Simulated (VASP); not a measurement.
Runs of VASP 6.6.1 on Be. The structure is that of space group Fm-3m (No. 225), or close to it. The cells are those of the table. This isn't the form of Be at room conditions, which is hcp.

```tsv
cell	k mesh	gap on the mesh (eV)	pressure (GPa)
a = 2.197 Å, angles 60.0°, 1 atom	21 × 21 × 21	none	0.5
a = 2.137 Å, angles 60.0°, 1 atom	21 × 21 × 21	none	(a)
a = 1.766 Å, angles 60.0°, 1 atom	21 × 21 × 21, shifted	none	257.5
a = 2.005 Å, angles 60.0°, 1 atom	21 × 21 × 21	none	58.1
```

Alike in all rows: task single point; level LDA; potentials or basis VASP PAW LDA potentials, release 64 (Be); no spin polarisation; cutoff (eV) 600; smearing fermi-dirac 0.05 eV.

Problem. Fill in the values left out.

Solution. (a) 13.3.

Caveats: the cell stands under pressure (at least some runs).

A gap of «none» marks levels without a gap at the run's occupations.
